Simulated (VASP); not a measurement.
Write the native input for VASP 6.6.1 that does the following.

```
Task                   : single point
Functional             : PBEsol
Potentials or basis    : VASP PAW PBE potentials, release 64 (Al, Cu)
Cutoff                 : 520 eV
k mesh                 : 12 × 12 × 10
Occupations            : gaussian, width 0.15 eV
Spin                   : no spin polarisation
Dipole correction      : no
Further INCAR settings : ALGO = Fast; EDIFF = 1e-06; NBANDS = 24
```

The structure of Al3Cu2 lies in POSCAR:

```
Al3Cu2
1.0
    4.0985855951      0.0000000000      0.0000000000
   -2.0492927975      3.5494792449      0.0000000000
    0.0000000000      0.0000000000      4.5835327975
Al Cu
3 2
Direct
    0.0000000000      0.0000000000      0.0000000000
    0.3333333333      0.6666666667      0.3515059889
    0.6666666667      0.3333333333      0.6484940111
    0.3333333333      0.6666666667      0.8422899951
    0.6666666667      0.3333333333      0.1577100049
```

This cell differs from its parent crystal: strain +0.000 along x and y, -0.080 along z.

These files were run (other wordings do the same):

INCAR

```
PREC = Accurate ; ENCUT = 520
EDIFF = 1E-6 ; ISMEAR = 0
SIGMA = 0.15 ; LREAL = False
LASPH = True ; NELM = 100
ALGO = Fast ; ISIF = 2
LWAVE = False ; LCHARG = False
GGA = PS ; NBANDS = 24
```

KPOINTS

```
regular mesh
0
Gamma
  12 12 10
```

Potentials or basis: VASP PAW PBE potentials, release 64 (Al, Cu).

The run is started by

```console
$ cat potpaw_PBE.64/Al/POTCAR potpaw_PBE.64/Cu/POTCAR > POTCAR
$ mpirun -np 1 vasp_std > vasp.out
```

Results of the run:

- Pressure: 14.0 GPa
- Largest force: 0.457 eV/Å
- Band gap on the k mesh: zero (an odd number of electrons rules out a gap without spin polarisation)

Caveat: the cell differs from its parent crystal (strain +0.000 along x and y, -0.080 along z); the stress differs along the axes, from 6 to 30 GPa; the PAW data sets were made with another functional, which shifts forces and pressure a little.

Run time: 2.6 min on 1 thread of Intel(R) Xeon(R) 6975P-C (Granite Rapids), on a shared host, peak memory 0.33 GiB.
